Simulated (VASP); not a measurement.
# PbSe (Clausthalite) (P1) in VASP: single point with PBE

Aim: the single point of PbSe (Clausthalite) with PBE.

Program: VASP 6.6.1. These are calculated values, not measurements. Logs are shortened: lines on timing, memory, paths and dates and some standing lists are left out, and cuts for length are marked.

### Step 1. The cell of the first run

The typed cell holds 16 atoms: a = 8.682 Å, b = 8.682 Å, c = 8.682 Å, α = 60.00°, β = 60.00°, γ = 60.00°.

### Step 2. Single point, PBE

Input file INCAR:

```
PREC = Accurate
ENCUT = 520
EDIFF = 1E-6
ISMEAR = -1
SIGMA = 0.052
LREAL = Auto
LASPH = True
NELM = 80
ALGO = Normal
ISIF = 2
LWAVE = False
LCHARG = False
GGA = PE
NBANDS = 94
```

Input file KPOINTS:

```
regular mesh
0
Gamma
  2 2 2
```

Input file POSCAR:

```
PbSe
1.0
    0.0000000000      6.1393787290      6.1393787290
    6.1393787290      0.0000000000      6.1393787290
    6.1393787290      6.1393787290      0.0000000000
Pb Se
8 8
Direct
   -0.0045825484     -0.0015454332      0.0014512869
    0.0055485256     -0.0059283686      0.4936464476
    0.0007368009      0.4920961279      0.0027594812
    0.0099890400      0.5000466066      0.4904773973
    0.5129286918      0.0159176530     -0.0010886281
    0.4723117970      0.0129671101      0.5064149220
    0.4947805200      0.4855370766      0.0002254300
    0.5074299270      0.4719155843      0.5081850522
    0.2595483306      0.2631506495      0.2106283970
    0.2514367606      0.2616316033      0.7583813779
    0.2418999651      0.7580761353      0.2679337067
    0.2345357020      0.7464972764      0.7804020100
    0.7618144614      0.2778435043      0.2461554445
    0.7593622589      0.2501584554      0.7526664674
    0.7469036693      0.7606215069      0.2404454205
    0.7467480347      0.7580928308      0.7379523564
```

Potentials or basis: VASP PAW PBE potentials, release 64 (Pb_d, Se).

Run with:

```sh
cat potpaw_PBE.64/Pb_d/POTCAR potpaw_PBE.64/Se/POTCAR > POTCAR
mpirun -np 1 vasp_std > vasp.out
```

OUTCAR:

```text
PREC = Accurate
   ENCUT = 520
   EDIFF = 1E-6
   ISMEAR = -1
   LREAL = Auto
   LASPH = True
   NELM = 80
   ISIF = 2
   GGA = PE

 ion  position               nearest neighbor table
   1  0.995  0.998  0.001-  12 2.91  14 2.98  15 2.99  11 3.15  10 3.19  13 3.23   5 4.13
   2  0.006  0.994  0.494-  11 2.84  13 3.03  16 3.04  14 3.16  12 3.18   9 3.22
   3  0.001  0.492  0.003-  13 2.79   9 2.87  10 2.92  12 3.00  15 3.11  16 3.19
   4  0.010  0.500  0.490-  11 3.02  14 3.07  16 3.11  10 3.13  15 3.15   9 3.18   6 4.12
   5  0.513  0.016  0.999-   9 2.83  15 2.92  14 2.95  10 3.08  16 3.19  11 3.25   7 4.01   8 4.12
                             1 4.13
   6  0.472  0.013  0.506-  10 3.08  12 3.10  16 3.11   9 3.14  15 3.19  13 3.41   4 4.12
   7  0.495  0.486  0.000-   9 2.81  12 2.96  14 2.97  13 3.18  16 3.22  11 3.32   5 4.01
   8  0.507  0.472  0.508-  13 2.82  10 2.87  14 3.06  11 3.12  15 3.25  12 3.36   5 4.12
   9  0.260  0.263  0.211-   7 2.81   5 2.83   3 2.87   6 3.14   4 3.18   2 3.22
  10  0.251  0.262  0.758-   8 2.87   3 2.92   5 3.08   6 3.08   4 3.13   1 3.19
  11  0.242  0.758  0.268-   2 2.84   4 3.02   8 3.12   1 3.15   5 3.25   7 3.32
  12  0.235  0.746  0.780-   1 2.91   7 2.96   3 3.00   6 3.10   2 3.18   8 3.36
  13  0.762  0.278  0.246-   3 2.79   8 2.82   2 3.03   7 3.18   1 3.23   6 3.41
  14  0.759  0.250  0.753-   5 2.95   7 2.97   1 2.98   8 3.06   4 3.07   2 3.16
  15  0.747  0.761  0.240-   5 2.92   1 2.99   3 3.11   4 3.15   6 3.19   8 3.25
  16  0.747  0.758  0.738-   2 3.04   4 3.11   6 3.11   3 3.19   5 3.19   7 3.22

  LATTYP: Found a face centered cubic cell.
 ALAT       =    12.2787574580

  Lattice vectors:

 A1 = (   0.0000000000,   6.1393787290,   6.1393787290)
 A2 = (   6.1393787290,   0.0000000000,   6.1393787290)
 A3 = (   6.1393787290,   6.1393787290,   0.0000000000)

Analysis of symmetry for initial positions (statically):
=====================================================================
 Subroutine PRICEL returns:
 Original cell was already a primitive cell.

 Routine SETGRP: Setting up the symmetry group for a
 face centered cubic supercell.

 Subroutine GETGRP returns: Found  1 space group operations
 (whereof  1 operations were pure point group operations)
 out of a pool of 48 trial point group operations.

The static configuration has the point symmetry C_1 .

Analysis of symmetry for dynamics (positions and initial velocities):
=====================================================================
 Subroutine PRICEL returns:
 Original cell was already a primitive cell.

 Routine SETGRP: Setting up the symmetry group for a
 face centered cubic supercell.

 Subroutine GETGRP returns: Found  1 space group operations
 (whereof  1 operations were pure point group operations)
 out of a pool of 48 trial point group operations.

The dynamic configuration has the point symmetry C_1 .

 Subroutine INISYM returns: Found  1 space group operations
 (whereof  1 operations are pure point group operations),
 and found     1 'primitive' translations

----------------------------------------------------------------------------------------

                                     Primitive cell

  volume of cell :     462.8106

  direct lattice vectors                    reciprocal lattice vectors
     0.000000000  6.139378729  6.139378729    -0.081441465  0.081441465  0.081441465
     6.139378729  0.000000000  6.139378729     0.081441465 -0.081441465  0.081441465
     6.139378729  6.139378729  0.000000000     0.081441465  0.081441465 -0.081441465

  length of vectors
     8.682392663  8.682392663  8.682392663     0.141060756  0.141060756  0.141060756

  position of ions in fractional coordinates (direct lattice)
     0.995417452  0.998454567  0.001451287
     0.005548526  0.994071631  0.493646448
     0.000736801  0.492096128  0.002759481
     0.009989040  0.500046607  0.490477397
     0.512928692  0.015917653  0.998911372
     0.472311797  0.012967110  0.506414922
[... 8 lines left out ...]
     0.746903669  0.760621507  0.240445421
     0.746748035  0.758092831  0.737952356

  ion indices of the primitive-cell ions
   primitive index   ion index
                 1           1
                 2           2
                 3           3
                 4           4
                 5           5
                 6           6
[... 8 lines left out ...]
                15          15
                16          16

----------------------------------------------------------------------------------------

 KPOINTS: regular mesh

Automatic generation of k-mesh.
 Grid dimensions read from file:
 generate k-points for:    2    2    2

 Generating k-lattice:

  Cartesian coordinates                     Fractional coordinates (reciprocal lattice)
    -0.040720733  0.040720733  0.040720733     0.500000000  0.000000000  0.000000000
     0.040720733 -0.040720733  0.040720733     0.000000000  0.500000000  0.000000000
     0.040720733  0.040720733 -0.040720733     0.000000000  0.000000000  0.500000000

  Length of vectors
     0.070530378  0.070530378  0.070530378

  Shift w.r.t. Gamma in fractional coordinates (k-lattice)
     0.000000000  0.000000000  0.000000000

 Subroutine IBZKPT returns following result:
 ===========================================

 Found      8 irreducible k-points:

 Following reciprocal coordinates:
            Coordinates               Weight
  0.000000  0.000000  0.000000      1.000000
  0.500000  0.000000  0.000000      1.000000
  0.000000  0.500000  0.000000      1.000000
  0.000000  0.000000  0.500000      1.000000
  0.500000  0.500000  0.500000      1.000000
  0.500000  0.500000  0.000000      1.000000
  0.000000  0.500000  0.500000      1.000000
  0.500000  0.000000  0.500000      1.000000
   k-points           NKPTS =      8   k-points in BZ     NKDIM =      8   number of bands    NBANDS=     94
   number of dos      NEDOS =    301   number of ions     NIONS =     16
   total plane-waves  NPLWV = 343000
   dimension x,y,z NGX =    70 NGY =   70 NGZ =   70
   dimension x,y,z NGXF=   140 NGYF=  140 NGZF=  140
   ions per type =               8   8
   NGX,Y,Z   is equivalent  to a cutoff of  13.40, 13.40, 13.40 a.u.
   NGXF,Y,Z  is equivalent  to a cutoff of  26.81, 26.81, 26.81 a.u.
 SYSTEM =  unknown system
   PREC   = accura    normal or accurate (medium, high low for compatibility)
   ISTART =      0    job   : 0-new  1-cont  2-samecut
   ICHARG =      2    charge: 1-file 2-atom 10-const
   ISPIN  =      1    spin polarized calculation?
   LNONCOLLINEAR =      F non collinear calculations
   LSORBIT =      F    spin-orbit coupling
   LASPH  =      T    aspherical Exc in radial PAW
   ENCUT  =  520.0 eV  38.22 Ry    6.18 a.u.  16.14 16.14 16.14*2*pi/ulx,y,z
   NELM   =     80;   NELMIN=  2; NELMDL= -5     # of ELM steps
   EDIFF  = 0.1E-05   stopping-criterion for ELM
   LREAL  =      T    real-space projection
   EDIFFG = 0.1E-04   stopping-criterion for IOM
   NSW    =      0    number of steps for IOM
   IBRION =     -1    ionic relax: 0-MD 1-quasi-New 2-CG
   NFREE  =      0    steps in history (QN), initial steepest desc. (CG)
   ISIF   =      2    stress and relaxation
   ISYM   =      2    0-nonsym 1-usesym 2-fastsym
   POTIM  = 0.5000    time-step for ionic-motion
   TEBEG  =    0.0;   TEEND  =   0.0 temperature during run
   PSTRESS=    0.0 pullay stress
   NELECT =     160.0000    total number of electrons
   NUPDOWN=      -1.0000    fix difference up-down
   EMIN   =  10.00;   EMAX   =-10.00  energy-range for DOS
   EFERMI =   0.00;   METHOD = LEGACY
   ISMEAR =    -1;   SIGMA  =   0.05  broadening in eV -4-tet -1-fermi 0-gaus
   EFERMI_NEDOS =   21; number of points for ismear=-14 and -15
   IALGO  =     38    algorithm
   IMIX   =      4    mixing-type and parameters
     AMIX     =   0.40;   BMIX     =  1.00
     AMIX_MAG =   1.60;   BMIX_MAG =  1.00
  volume/ion in A,a.u.               =      28.93       195.20
  Fermi-wavevector in a.u.,A,eV,Ry     =   1.148983  2.171264 17.961904  1.320163
  Thomas-Fermi vector in A             =   2.285655
   LORBIT       =      0    0 simple, 1 ext, 2 COOP (PROOUT), +10 PAW based schemes
   GGA     = PE    functional components
   LHFCALC =     F    Hartree Fock is set to
   AEXX    =    0.0000 exact exchange contribution
   IVDW    =     0    specifies the selected vdW correction
   LEPSILON=     F    determine dielectric tensor
   LRPA    =     F    only Hartree local field effects (RPA)
 non-spin polarized calculation
  energy-cutoff  :      520.00
  volume of cell :      462.81
 maximum number of plane-waves:     12518
 NGX is ok and might be reduce to    70
   NGX = 33   NGY = 33   NGZ = 33

 number of electron     159.9999997 magnetization

 Free energy of the ion-electron system (eV)
  ---------------------------------------------------
  ext. energy  EPLUGINS =         0.00000000
  ---------------------------------------------------
  free energy    TOTEN  =       -64.72099729 eV

  energy without entropy =      -64.71622024  energy(sigma->0) =      -64.71860876

 E-fermi :   5.1081     XC(G=0):  -9.4806

 val. band max:        4.9149773723   @ k =   0.0000   0.0000   0.0000
 cond. band min:       5.2986258663   @ k =   0.0000   0.0000   0.0000
 fundamental gap:      0.3836484940
 Fermi energy:         5.1081083238

 k-point     1 :       0.0000    0.0000    0.0000
  band No.  band energies     occupation
      1     -12.0772      2.00000
      2     -12.0769      2.00000
      3     -12.0479      2.00000
      4     -12.0438      2.00000
      5     -12.0371      2.00000
      6     -12.0059      2.00000
[... 84 lines left out ...]
     91       6.8608      0.00000
     92       6.9305      0.00000

 k-point     2 :       0.5000    0.0000    0.0000
  band No.  band energies     occupation
      1     -12.0696      2.00000
      2     -12.0660      2.00000
      3     -12.0468      2.00000
      4     -12.0427      2.00000
      5     -12.0348      2.00000
      6     -11.9860      2.00000
[... 559 lines left out ...]
     91       7.4244      0.00000
     92       7.6142      0.00000

 k-point     8 :       0.5000    0.0000    0.5000
  band No.  band energies     occupation
      1     -12.0699      2.00000
      2     -12.0610      2.00000
      3     -12.0473      2.00000
      4     -12.0421      2.00000
      5     -12.0338      2.00000
      6     -11.9924      2.00000
[... 84 lines left out ...]
     91       7.4084      0.00000
     92       7.6206      0.00000
 [bands above 92 left out]

------------------------ aborting loop because EDIFF is reached ----------------------------------------

  FORCE on cell =-STRESS in cart. coord.  units (eV):
  Direction    XX          YY          ZZ          XY          YZ          ZX
  --------------------------------------------------------------------------------------
  -------------------------------------------------------------------------------------
  Total        8.9211279      6.2148942      9.3936805      0.2805028     -0.1176610     -0.2830713
  in kB       30.8835401     21.5149851     32.5194427      0.9710566     -0.4073239     -0.9799484
  external PRESSURE =      28.3059893 kB  Pullay stress =       0.0000000 kB

 VOLUME and BASIS-vectors are now :
 -----------------------------------------------------------------------------
  energy-cutoff  :      520.00
  volume of cell :      462.81
      direct lattice vectors                 reciprocal lattice vectors
     0.000000000  6.139378729  6.139378729    -0.081441465  0.081441465  0.081441465
     6.139378729  0.000000000  6.139378729     0.081441465 -0.081441465  0.081441465
     6.139378729  6.139378729  0.000000000     0.081441465  0.081441465 -0.081441465

 POSITION                                       TOTAL-FORCE (eV/Angst)
 -----------------------------------------------------------------------------------
      6.13880      6.12015     12.24114         0.029736      0.383177     -0.150846
      9.13366      3.06475      6.13705         0.090233      0.067836     -0.409389
      3.03811      0.02146      3.02569         0.286252     -0.744993      0.346005
      6.08120      3.07255      3.13130         0.423479     -0.114843      0.126812
      6.23042      9.28176      3.24679        -0.932761     -0.018296     -0.527712
      3.18868      6.00877      2.97931        -0.338885      0.564777     -0.195204
[... 8 lines left out ...]
      6.14593      6.06171      9.25527         0.431081      0.446755      0.057489
      9.18479      9.11514      9.23879        -0.147744     -0.247507      0.209385
 -----------------------------------------------------------------------------------
    total drift:                                0.000431     -0.014579      0.037229

  FREE ENERGIE OF THE ION-ELECTRON SYSTEM (eV)
  ---------------------------------------------------
  free  energy   TOTEN  =       -64.7209972899 eV

  energy  without entropy=      -64.7162202386  energy(sigma->0) =      -64.71860876
```

Run time: 22 min. Hardware: 1 thread of Oxide Virtual Turin-like, shared host; peak memory 0.73 GiB.

What came out:

```
Free energy            : -64.7210 eV
Pressure               : 2.8 GPa
Largest force          : 1.154 eV/Å
Band gap on the k mesh : 0.38 eV, direct
```

Forces on the atoms (eV/Å):
```
Pb   0.030  0.383 -0.151
Pb   0.090  0.068 -0.409
Pb   0.286 -0.745  0.346
Pb   0.423 -0.115  0.127
Pb  -0.933 -0.018 -0.528
Pb  -0.339  0.565 -0.195
Pb   0.236  0.081  0.874
Pb   0.482 -0.276  0.453
Se   0.757  0.569 -0.562
Se  -0.467 -0.306 -0.279
Se  -0.510 -0.035  0.125
Se  -0.166 -0.221  0.887
Se  -0.364  0.010 -1.095
Se   0.190 -0.158  0.140
Se   0.431  0.447  0.057
Se  -0.148 -0.248  0.209
```

Stress tensor (GPa, compression positive):
```
 3.09  0.10 -0.10
 0.10  2.15 -0.04
-0.10 -0.04  3.25
```

Levels at points of the mesh, in eV from the valence-band top:
```tsv
k point	band 78	band 79	band 80	band 81	band 82	band 83
(0.00, 0.00, 0.00)	-0.11	-0.05	0.00	0.38	0.45	0.53
(0.50, 0.00, 0.00)	-1.44	-1.05	-0.93	2.10	2.20	2.43
(0.00, 0.50, 0.00)	-1.34	-1.11	-0.88	2.11	2.20	2.40
(0.00, 0.00, 0.50)	-1.46	-1.06	-0.88	1.95	2.20	2.60
(0.50, 0.50, 0.50)	-1.41	-1.05	-0.86	1.97	2.20	2.54
(0.50, 0.50, 0.00)	-0.70	-0.60	-0.43	1.16	1.36	1.43
(0.00, 0.50, 0.50)	-0.66	-0.63	-0.48	1.22	1.39	1.49
(0.50, 0.00, 0.50)	-0.66	-0.60	-0.53	1.28	1.36	1.43
```

Caveat: the k points lie up to 0.44 Å⁻¹ apart; spin-orbit coupling is left out, which moves the levels of the heavy elements; forces of over 1 eV/Å act on the atoms, so gaps and moduli don't describe the material at rest.
